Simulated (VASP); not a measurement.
Wanted: the native input for a VASP 6.6.1 run.

```yaml
Task: single point
Functional: r2SCAN
Potentials_or_basis: VASP PAW PBE potentials, release 64 (Ni, Ge_d)
Cutoff: 520 eV
k_mesh: 12 × 12 × 12
Occupations: gaussian, width 0.1 eV
Spin: no spin polarisation
Dipole_correction: no
Further_INCAR_settings: ALGO = Normal; EDIFF = 1e-06; NBANDS = 30
```

Crystal: Ni3Ge.

```xyz
4
Lattice="3.4233 0.0000 0.0000 0.0000 3.4233 0.0000 0.0000 0.0000 3.4233" Properties=species:S:1:pos:R:3 pbc="T T T"
Ni    1.7116    0.0000    1.7116
Ni    0.0000    1.7116    1.7116
Ni    1.7116    1.7116    0.0000
Ge    0.0000    0.0000    0.0000
```

This cell differs from its parent crystal: volume scaled by 0.91.

One way to write it, as run:

POSCAR

```
Ni3Ge
1.0
    3.4232898507      0.0000000000      0.0000000000
    0.0000000000      3.4232898507      0.0000000000
    0.0000000000      0.0000000000      3.4232898507
Ni Ge
3 1
Direct
    0.5000000000      0.0000000000      0.5000000000
    0.0000000000      0.5000000000      0.5000000000
    0.5000000000      0.5000000000      0.0000000000
    0.0000000000      0.0000000000      0.0000000000
```

INCAR.step1

```
SYSTEM = Ni3Ge
  ALGO = Normal
  EDIFF = 1E-4
  ENCUT = 520
  GGA = PE
  ISMEAR = 0
  LASPH = .TRUE.
  LCHARG = .FALSE.
  LREAL = .FALSE.
  LWAVE = .TRUE.
  NBANDS = 30
  NELM = 60
  PREC = Accurate
  SIGMA = 0.1
```

INCAR.step2

```
SYSTEM = Ni3Ge
  ALGO = Normal
  EDIFF = 1E-6
  ENCUT = 520
  ISIF = 2
  ISMEAR = 0
  ISTART = 1
  LASPH = .TRUE.
  LCHARG = .FALSE.
  LMIXTAU = .TRUE.
  LREAL = .FALSE.
  LWAVE = .FALSE.
  METAGGA = R2SCAN
  NBANDS = 30
  NELM = 60
  PREC = Accurate
  SIGMA = 0.1
```

KPOINTS

```
k-points
0
G
  12 12 12
  0 0 0
```

Potentials or basis: VASP PAW PBE potentials, release 64 (Ni, Ge_d).

Launch:

```bash
$ cat potpaw_PBE.64/Ni/POTCAR potpaw_PBE.64/Ge_d/POTCAR > POTCAR
$ cp INCAR.step1 INCAR
$ mpirun -np 1 vasp_std > vasp.out
$ cp INCAR.step2 INCAR
$ mpirun -np 1 vasp_std > vasp.out
```

Results of the run:

The pressure is 25.7 GPa. The band gap on the k mesh is zero (band 22 reaches 11.67 eV, above the bottom of band 23 at 11.37 eV).

Caveat: the PAW data sets were made with another functional, which shifts forces and pressure a little.

Wall time 2.8 min on 1 thread of Intel(R) Xeon(R) 6975P-C (Granite Rapids), on a shared host, peak memory 0.22 GiB.
